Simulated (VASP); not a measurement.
## AlCu: single point with PBEsol+D3(BJ)

AlCu:

```
Al Cu
1.0
     2.99751    0.00000    0.00000
     0.00000    2.99751    0.00000
     0.00000    0.00000    2.99751
Al Cu
1 1
Direct
  0.00000 0.00000 0.00000
  0.50000 0.50000 0.50000
```

* Program: VASP 6.6.1
* Task: single point
* Functional: PBEsol
* Dispersion: D3(BJ)
* Potentials or basis: VASP PAW PBE potentials, release 64 (Al, Cu)
* Cutoff: 520 eV
* k mesh: 7 × 7 × 7
* Occupations: fermi-dirac, width 0.15 eV
* Spin: no spin polarisation

| Quantity | Value |
| --- | --- |
| Pressure | -8.7 GPa |
| Band gap on the k mesh | zero (band 7 reaches 12.79 eV, above the bottom of band 8 at 8.49 eV) |
| Dispersion energy per atom | -0.423 eV |

Levels at points of the mesh, in eV from the Fermi level:
```
           k point  band 3  band 4  band 5  band 6  band 7  band 8  band 9  band 10  band 11  band 12
(0.00, 0.00, 0.00)   -4.82   -3.81   -3.81   -3.81    3.88    3.88    3.88     6.37     6.37    10.04
```

Wall time 7 s on 1 thread of Intel(R) Xeon(R) Platinum 8259CL CPU @ 2.50GHz (Skylake/Cascade Lake) (shared host), peak memory 0.14 GiB.

Caveat: three body term missing; the PAW data sets were made with another functional, which shifts forces and pressure a little; pairwise dispersion overbinds metals, which lowers pressure and volume.
